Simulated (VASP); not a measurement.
# Tl2F2 (Tl2(F)2) in VASP: further runs

Runs on Tl2F2 (Tl2(F)2). Level: PBE. Tasks: single point.

All numbers are computed with VASP 6.6.1; they aren't measurements. Logs are shortened: lines on timing, memory, paths and dates and some standing lists are left out, and cuts for length are marked.

**1. The cell of the first run**

The cell holds a molecule in a box, 4 atoms: a = 11.790 Å, b = 9.000 Å, c = 12.690 Å, α = 90.00°, β = 90.00°, γ = 90.00°.

**2. Single point, PBE**

INCAR reads:

```
ALGO = Normal
EDIFF = 1E-7
ENCUT = 520
GGA = PE
ISIF = 2
ISMEAR = 0
LASPH = T
LCHARG = T
LELF = T
LREAL = F
LVHAR = T
LWAVE = F
NBANDS = 28
NELM = 80
PREC = Accurate
SIGMA = 0.01
```

KPOINTS reads:

```
k-points
0
Gamma
  1 1 1
```

POSCAR reads:

```
TlF
1.0
   11.7900000000      0.0000000000      0.0000000000
    0.0000000000      9.0000000000      0.0000000000
    0.0000000000      0.0000000000     12.6900000000
Tl F
2 2
Direct
    0.4998541100      0.5000000000      0.6457793500
    0.4998541100      0.5000000000      0.3546099300
    0.6180288400      0.5000000000      0.5001946400
    0.3816793900      0.5000000000      0.5001946400
```

Potentials or basis: VASP PAW PBE potentials, release 64 (Tl_d, F).

On the command line:

```sh
$ cat potpaw_PBE.64/Tl_d/POTCAR potpaw_PBE.64/F/POTCAR > POTCAR
$ mpirun -np 1 vasp_gam > vasp.out
```

OUTCAR:

```text
EDIFF = 1E-7
   ENCUT = 520
   GGA = PE
   ISIF = 2
   ISMEAR = 0
   LASPH = T
   LREAL = F
   NELM = 80
   PREC = Accurate

 ion  position               nearest neighbor table
   1  0.500  0.500  0.646-   4 2.31   3 2.31   2 3.69
   2  0.500  0.500  0.355-   4 2.31   3 2.31   1 3.69
   3  0.618  0.500  0.500-   2 2.31   1 2.31
   4  0.382  0.500  0.500-   2 2.31   1 2.31

  LATTYP: Found a simple orthorhombic cell.
 ALAT       =     9.0000000000
 B/A-ratio  =     1.3100000000
 C/A-ratio  =     1.4100000000

  Lattice vectors:

 A1 = (   0.0000000000,  -9.0000000000,   0.0000000000)
 A2 = (  11.7900000000,   0.0000000000,   0.0000000000)
 A3 = (   0.0000000000,   0.0000000000,  12.6900000000)

Analysis of symmetry for initial positions (statically):
=====================================================================
 Subroutine PRICEL returns:
 Original cell was already a primitive cell.

 Routine SETGRP: Setting up the symmetry group for a
 simple orthorhombic supercell.

 Subroutine GETGRP returns: Found  8 space group operations
 (whereof  2 operations were pure point group operations)
 out of a pool of  8 trial point group operations.

The static configuration has the point symmetry C_1h.
 The point group associated with its full space group is D_2h.

Analysis of symmetry for dynamics (positions and initial velocities):
=====================================================================
 Subroutine PRICEL returns:
 Original cell was already a primitive cell.

 Routine SETGRP: Setting up the symmetry group for a
 simple orthorhombic supercell.

 Subroutine GETGRP returns: Found  8 space group operations
 (whereof  2 operations were pure point group operations)
 out of a pool of  8 trial point group operations.

The dynamic configuration has the point symmetry C_1h.
 The point group associated with its full space group is D_2h.

 Subroutine INISYM returns: Found  8 space group operations
 (whereof  2 operations are pure point group operations),
 and found     1 'primitive' translations

----------------------------------------------------------------------------------------

                                     Primitive cell

  volume of cell :    1346.5359

  direct lattice vectors                    reciprocal lattice vectors
    11.790000000  0.000000000  0.000000000     0.084817642  0.000000000  0.000000000
     0.000000000  9.000000000  0.000000000     0.000000000  0.111111111  0.000000000
     0.000000000  0.000000000 12.690000000     0.000000000  0.000000000  0.078802206

  length of vectors
    11.790000000  9.000000000 12.690000000     0.084817642  0.111111111  0.078802206

  position of ions in fractional coordinates (direct lattice)
     0.499854110  0.500000000  0.645779350
     0.499854110  0.500000000  0.354609930
     0.618028840  0.500000000  0.500194640
     0.381679390  0.500000000  0.500194640

  ion indices of the primitive-cell ions
   primitive index   ion index
                 1           1
                 2           2
                 3           3
                 4           4

----------------------------------------------------------------------------------------

 KPOINTS: k-points

Automatic generation of k-mesh.
 Grid dimensions read from file:
 generate k-points for:    1    1    1

 Generating k-lattice:

  Cartesian coordinates                     Fractional coordinates (reciprocal lattice)
     0.084817642  0.000000000  0.000000000     1.000000000  0.000000000  0.000000000
     0.000000000  0.111111111  0.000000000     0.000000000  1.000000000  0.000000000
     0.000000000  0.000000000  0.078802206     0.000000000  0.000000000  1.000000000

  Length of vectors
     0.084817642  0.111111111  0.078802206

  Shift w.r.t. Gamma in fractional coordinates (k-lattice)
     0.000000000  0.000000000  0.000000000

 Subroutine IBZKPT returns following result:
 ===========================================

 Found      1 irreducible k-points:

 Following reciprocal coordinates:
            Coordinates               Weight
  0.000000  0.000000  0.000000      1.000000
   k-points           NKPTS =      1   k-points in BZ     NKDIM =      1   number of bands    NBANDS=     28
   number of dos      NEDOS =    301   number of ions     NIONS =      4
   total plane-waves  NPLWV = 604800
   dimension x,y,z NGX =    90 NGY =   70 NGZ =   96
   dimension x,y,z NGXF=   180 NGYF=  140 NGZF=  192
   ions per type =               2   2
   NGX,Y,Z   is equivalent  to a cutoff of  12.69, 12.93, 12.58 a.u.
   NGXF,Y,Z  is equivalent  to a cutoff of  25.38, 25.86, 25.15 a.u.
 SYSTEM =  unknown system
   PREC   = accura    normal or accurate (medium, high low for compatibility)
   ISTART =      0    job   : 0-new  1-cont  2-samecut
   ICHARG =      2    charge: 1-file 2-atom 10-const
   ISPIN  =      1    spin polarized calculation?
   LNONCOLLINEAR =      F non collinear calculations
   LSORBIT =      F    spin-orbit coupling
   LASPH  =      T    aspherical Exc in radial PAW
   ENCUT  =  520.0 eV  38.22 Ry    6.18 a.u.  21.92 16.73 23.59*2*pi/ulx,y,z
   NELM   =     80;   NELMIN=  2; NELMDL= -5     # of ELM steps
   EDIFF  = 0.1E-06   stopping-criterion for ELM
   LREAL  =      F    real-space projection
   EDIFFG = 0.1E-05   stopping-criterion for IOM
   NSW    =      0    number of steps for IOM
   IBRION =     -1    ionic relax: 0-MD 1-quasi-New 2-CG
   NFREE  =      0    steps in history (QN), initial steepest desc. (CG)
   ISIF   =      2    stress and relaxation
   ISYM   =      2    0-nonsym 1-usesym 2-fastsym
   POTIM  = 0.5000    time-step for ionic-motion
   TEBEG  =    0.0;   TEEND  =   0.0 temperature during run
   PSTRESS=    0.0 pullay stress
   NELECT =      40.0000    total number of electrons
   NUPDOWN=      -1.0000    fix difference up-down
   EMIN   =  10.00;   EMAX   =-10.00  energy-range for DOS
   EFERMI =   0.00;   METHOD = LEGACY
   ISMEAR =     0;   SIGMA  =   0.01  broadening in eV -4-tet -1-fermi 0-gaus
   EFERMI_NEDOS =   21; number of points for ismear=-14 and -15
   IALGO  =     38    algorithm
   IMIX   =      4    mixing-type and parameters
     AMIX     =   0.40;   BMIX     =  1.00
     AMIX_MAG =   1.60;   BMIX_MAG =  1.00
  volume/ion in A,a.u.               =     336.63      2271.72
  Fermi-wavevector in a.u.,A,eV,Ry     =   0.507017  0.958122  3.497593  0.257066
  Thomas-Fermi vector in A             =   1.518326
   LORBIT       =      0    0 simple, 1 ext, 2 COOP (PROOUT), +10 PAW based schemes
   GGA     = PE    functional components
   LHFCALC =     F    Hartree Fock is set to
   AEXX    =    0.0000 exact exchange contribution
   IVDW    =     0    specifies the selected vdW correction
   LEPSILON=     F    determine dielectric tensor
   LRPA    =     F    only Hartree local field effects (RPA)
 non-spin polarized calculation
 Gauss-broadening in eV      SIGMA  =   0.01
  energy-cutoff  :      520.00
  volume of cell :     1346.54
 maximum number of plane-waves:     18103
 NGX is ok and might be reduce to    90
   NGX = 43   NGY = 33   NGZ = 47

 number of electron      39.9999997 magnetization

 Free energy of the ion-electron system (eV)
  ---------------------------------------------------
  ext. energy  EPLUGINS =         0.00000000
  ---------------------------------------------------
  free energy    TOTEN  =       -14.13947771 eV

  energy without entropy =      -14.13947771  energy(sigma->0) =      -14.13947771

 E-fermi :  -5.7293     XC(G=0):  -1.2526

 val. band max:       -5.8284909018   @ k =   0.0000   0.0000   0.0000
 cond. band min:      -1.3292405692   @ k =   0.0000   0.0000   0.0000
 fundamental gap:      4.4992503326
 Fermi energy:        -5.7293054508

 k-point     1 :       0.0000    0.0000    0.0000
  band No.  band energies     occupation
      1     -25.9314      2.00000
      2     -25.7510      2.00000
      3     -14.6903      2.00000
      4     -14.6306      2.00000
      5     -14.6186      2.00000
      6     -14.6115      2.00000
      7     -14.6026      2.00000
      8     -14.5965      2.00000
      9     -14.5277      2.00000
     10     -14.5201      2.00000
     11     -14.3669      2.00000
     12     -14.3143      2.00000
     13      -9.8368      2.00000
     14      -9.2549      2.00000
     15      -7.4886      2.00000
     16      -7.2380      2.00000
     17      -6.9256      2.00000
     18      -6.6814      2.00000
     19      -6.6305      2.00000
     20      -5.8285      2.00000
     21      -1.3292      0.00000
     22      -1.1570      0.00000
     23      -0.8446      0.00000
     24      -0.3479      0.00000
     25       0.0236      0.00000
     26       0.1355      0.00000
     27       0.5041      0.00000
     28       1.1280      0.00000

------------------------ aborting loop because EDIFF is reached ----------------------------------------

  FORCE on cell =-STRESS in cart. coord.  units (eV):
  Direction    XX          YY          ZZ          XY          YZ          ZX
  --------------------------------------------------------------------------------------
  -------------------------------------------------------------------------------------
  Total        0.7176303     -0.1120625      0.8159412     -0.0000000      0.0000000      0.0000000
  in kB        0.8538733     -0.1333377      0.9708486     -0.0000000      0.0000000      0.0000000
  external PRESSURE =       0.5637947 kB  Pullay stress =       0.0000000 kB

 VOLUME and BASIS-vectors are now :
 -----------------------------------------------------------------------------
  energy-cutoff  :      520.00
  volume of cell :     1346.54
      direct lattice vectors                 reciprocal lattice vectors
    11.790000000  0.000000000  0.000000000     0.084817642  0.000000000  0.000000000
     0.000000000  9.000000000  0.000000000     0.000000000  0.111111111  0.000000000
     0.000000000  0.000000000 12.690000000     0.000000000  0.000000000  0.078802206

 POSITION                                       TOTAL-FORCE (eV/Angst)
 -----------------------------------------------------------------------------------
      5.89328      4.50000      8.19494        -0.000000     -0.000000      0.249374
      5.89328      4.50000      4.50000        -0.000000     -0.000000     -0.249374
      7.28656      4.50000      6.34747         0.294344      0.000000     -0.000000
      4.50000      4.50000      6.34747        -0.294344      0.000000     -0.000000
 -----------------------------------------------------------------------------------
    total drift:                               -0.000214     -0.000000     -0.000020

  FREE ENERGIE OF THE ION-ELECTRON SYSTEM (eV)
  ---------------------------------------------------
  free  energy   TOTEN  =       -14.1394777118 eV

  energy  without entropy=      -14.1394777118  energy(sigma->0) =      -14.13947771
```

Run time: 1.8 min. Hardware: 1 thread of Intel Xeon Platinum 8488C (Sapphire Rapids), shared host; peak memory 1 GiB.

What came out:

| Item | Value |
| --- | --- |
| Free energy | -14.1395 eV |
| Largest force | 0.294 eV/Å |
| Gap between the frontier levels | 4.50 eV |

Forces on the atoms (eV/Å):
```
Tl   0.000  0.000  0.249
Tl   0.000  0.000 -0.249
F    0.294  0.000  0.000
F   -0.294  0.000  0.000
```

Caveat: spin-orbit coupling is left out, which moves the levels of the heavy elements.

**3. Single point, PBE, non-collinear spin, zero start, spin-orbit coupling**

INCAR reads:

```
  PREC = Accurate
  ENCUT = 520
  EDIFF = 1E-6
  ISMEAR = 0
  SIGMA = 0.01
  LREAL = F
  LASPH = T
  NELM = 150
  ALGO = Normal
  ISIF = 2
  LWAVE = F
  LCHARG = F
  MAGMOM = 0 0 0 0 0 0 0 0 0 0 0 0
  LORBIT = 11
  LSORBIT = T
  GGA_COMPAT = F
  LORBMOM = T
  GGA = PE
  NBANDS = 54
```

KPOINTS reads:

```
regular mesh
0
Gamma
  1 1 1
```

POSCAR is that of step 2.

Potentials or basis: VASP PAW PBE potentials, release 64 (Tl_d, F).

On the command line:

```sh
$ cat potpaw_PBE.64/Tl_d/POTCAR potpaw_PBE.64/F/POTCAR > POTCAR
$ mpirun -np 1 vasp_ncl > vasp.out
```

Run time: 10 min. Hardware: 1 thread of Intel Xeon Platinum 8488C (Sapphire Rapids), shared host; peak memory 3.1 GiB.

Results (log left out):

| Property | Result |
| --- | --- |
| Free energy | -14.5303 eV |
| Largest force | 0.256 eV/Å |
| Net moment | 0.00 μB per cell |
| Valence electrons inside the program's atomic spheres | Tl 11.13; F 6.05 |

Forces on the atoms (eV/Å):
```
Tl   0.000  0.000  0.201
Tl   0.000  0.000 -0.201
F    0.256  0.000  0.000
F   -0.256  0.000  0.000
```

Moments on the atoms (μB; x, y, z):
```
Tl  0.00 0.00 0.00
Tl  0.00 0.00 0.00
F   0.00 0.00 0.00
F   0.00 0.00 0.00
```
